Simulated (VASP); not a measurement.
A run of VASP 6.6.1 is set up as follows.

INCAR

```
PREC = Accurate ; ENCUT = 600
EDIFF = 1E-6 ; ISMEAR = 0
SIGMA = 0.02 ; LREAL = F
LASPH = T ; NELM = 100
ALGO = Normal ; ISIF = 3
LWAVE = F ; LCHARG = F
GGA = PE ; IBRION = 2
NSW = 100 ; EDIFFG = -0.005
```

File KPOINTS:

```
regular mesh
0
Gamma
  10 10 10
```

Contents of POSCAR:

```
SnC2
1.0
   -2.0354007501      2.0354007501      3.2972977774
    2.0354007501     -2.0354007501      3.2972977774
    2.0354007501      2.0354007501     -3.2972977774
Sn C
1 2
Direct
    0.0000000000      0.0000000000      0.0000000000
    0.5963328782      0.5963328782      0.0000000000
    0.4036671218      0.4036671218      0.0000000000
```

Potentials or basis: VASP PAW PBE potentials, release 64 (Sn_d, C).

The run is started by

```console
$ cat potpaw_PBE.64/Sn_d/POTCAR potpaw_PBE.64/C/POTCAR > POTCAR
$ mpirun -np 1 vasp_std > vasp.out
```

Task: Estimate the band gap on the k mesh.

Result: 0.94 eV, indirect (least direct gap 1.69 eV).

Task: Estimate the space group after relaxing (to 0.05 Å).

Result: I4/mmm (No. 139).

Final structure:
```
CELL_PARAMETERS angstrom
-2.03391 2.03391 3.29693
2.03391 -2.03391 3.29693
2.03391 2.03391 -3.29693
ATOMIC_POSITIONS crystal
Sn 0.00000 0.00000 0.00000
C 0.59641 0.59641 0.00000
C 0.40359 0.40359 0.00000
```

Caveat: spin-orbit coupling is left out, which moves the levels of the heavy elements. A k mesh can miss the band edges.
